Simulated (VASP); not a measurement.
BP (WC type): relaxation of cell and atoms with PBE

BP (WC type):

```xyz
2
Lattice="2.9706 0.0000 0.0000 -1.4853 2.5726 0.0000 0.0000 0.0000 2.9112" Properties=species:S:1:pos:R:3 pbc="T T T"
B     0.0000    0.0000    0.0000
P     0.0000    1.7151    1.4556
```

```yaml
Program: VASP 6.6.1
Task: relaxation of cell and atoms
Functional: PBE
Potentials_or_basis: VASP PAW PBE potentials, release 64 (B, P)
Cutoff: 600 eV
k_mesh: 13 × 13 × 11
Occupations: fermi-dirac, width 0.08 eV
Spin: no spin polarisation
Dipole_correction: no
Further_INCAR_settings: ALGO = Normal; EDIFF = 1e-06; IBRION = 2; EDIFFG = -0.005; NSW = 100; ISIF = 3
```

| Property | Result |
| --- | --- |
| Relaxed volume | 10.42 Å³/atom |
| Relaxed cell | a = 3.008 Å, b = 3.008 Å, c = 2.661 Å, α = 90.00°, β = 90.00°, γ = 120.00° |
| Space group after relaxing (to 0.05 Å) | P-6m2 (No. 187) |
| Energy gained by relaxing | 61.3 meV/atom |
| Ionic steps | 12 |
| Pressure after relaxing | 0.0 GPa |
| Band gap on the k mesh | zero (band 4 reaches 12.81 eV, above the bottom of band 5 at 5.69 eV) |

The path:
| step | energy change (eV) | largest force (eV/Å) | pressure (GPa) | volume (Å³) |
| --- | --- | --- | --- | --- |
| 1 | 0.0000 | 0.0000 | -10.14 | 22.25 |
| 2 | -0.1034 | 0.0000 | 5.91 | 20.03 |
| 3 | -0.1090 | 0.0000 | 2.57 | 20.40 |
| 4 | -0.1192 | 0.0000 | 0.74 | 20.71 |
| 5 | -0.1209 | 0.0000 | -0.19 | 20.86 |
| 6 | -0.1204 | 0.0000 | -2.05 | 21.15 |
| 7 | -0.1216 | 0.0000 | -0.80 | 20.95 |
| 8 | -0.1217 | 0.0000 | -1.23 | 21.02 |
| 9 | -0.1217 | 0.0000 | -1.09 | 21.00 |
| 10 | -0.1225 | 0.0000 | 0.16 | 20.83 |
| 11 | -0.1225 | 0.0000 | -0.12 | 20.86 |
| 12 | -0.1226 | 0.0000 | 0.00 | 20.84 |

Final structure:
```cif
data_structure
_symmetry_space_group_name_H-M 'P 1'
_symmetry_Int_Tables_number 1
_cell_length_a 3.0078
_cell_length_b 3.0078
_cell_length_c 2.6606
_cell_angle_alpha 90.000
_cell_angle_beta 90.000
_cell_angle_gamma 120.000
_cell_volume 20.84
loop_
_atom_site_label
_atom_site_type_symbol
_atom_site_fract_x
_atom_site_fract_y
_atom_site_fract_z
_atom_site_occupancy
B1 B 0.00000 0.00000 0.00000 1
P1 P 0.33333 0.66667 0.50000 1
```

Levels at points of the mesh, in eV from the Fermi level:
```tsv
k point	band 1	band 2	band 3	band 4	band 5	band 6	band 7	band 8
(0.00, 0.00, 0.00)	-16.71	-0.70	-0.70	-0.43	4.12	4.12	4.41	5.04
```

It took 2.1 min on 1 thread of AMD EPYC 7R13 Processor (Zen 3), with other jobs on the host, peak memory 0.12 GiB.
